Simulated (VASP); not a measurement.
A run of VASP 6.6.1:

Contents of INCAR:

```
PREC = Accurate ; ENCUT = 600
EDIFF = 1E-6 ; ISMEAR = 0
SIGMA = 0.05 ; LREAL = F
LASPH = T ; NELM = 120
ALGO = Normal ; ISIF = 2
LWAVE = F ; LCHARG = T
GGA = PS ; LELF = T
LVHAR = T ; NBANDS = 68
GGA_COMPAT = F
```

KPOINTS

```
Automatic mesh
0
Gamma
  2 4 4
```

The input POSCAR:

```
TaAl7O12
1.0
    4.7540000000      2.7447232000      8.6600000000
   -2.3770000000      1.3723616000      4.3300000000
    0.0000000000     -2.7447232000      4.3300000000
Ta Al O
1 7 12
Direct
    0.4297069278      0.8607608464      0.8510636011
    0.9262970698      0.8553628297      0.8531113838
    0.3186514499      0.6636771868      0.6420124373
    0.8314533258      0.6385153670      0.6523284576
    0.0659123914      0.1606922488      0.1538680552
    0.5793686751      0.1356494650      0.1475309197
    0.1701935759      0.3633597999      0.3483250708
    0.6805829854      0.3408875211      0.3536942720
    0.0281536756      0.4463196356      0.7494156133
    0.5305432646      0.4185909253      0.7595184413
    0.3739543581      0.0643839583      0.4091279251
    0.8756619849      0.0572234728      0.4496937476
    0.2088241245      0.7628298722      0.0609148779
    0.7238530205      0.7412458315      0.0575221514
    0.4776173932      0.5023460269      0.2995227909
    0.9674233312      0.5620037857      0.2525194561
    0.1218884064      0.9542673961      0.5516162124
    0.6524060918      0.9260647095      0.5251420130
    0.2567807189      0.2942560216      0.9453014429
    0.7807272292      0.2515630997      0.9377711307
```

Potentials or basis: VASP PAW PBE potentials, release 64 (Ta_pv, Al, O).

The run is started by

```bash
$ cat potpaw_PBE.64/Ta_pv/POTCAR potpaw_PBE.64/Al/POTCAR potpaw_PBE.64/O/POTCAR > POTCAR
$ mpirun -np 1 vasp_std > vasp.out
```

Hardware: 1 thread of Intel Xeon 8259CL (shared host).

**Question.** Estimate the wall time of this run.

**Answer.** It took 13 min on 1 thread of Intel Xeon 8259CL, on a shared host, peak memory 0.51 GiB. Counts: scf iterations 14, k points 20.
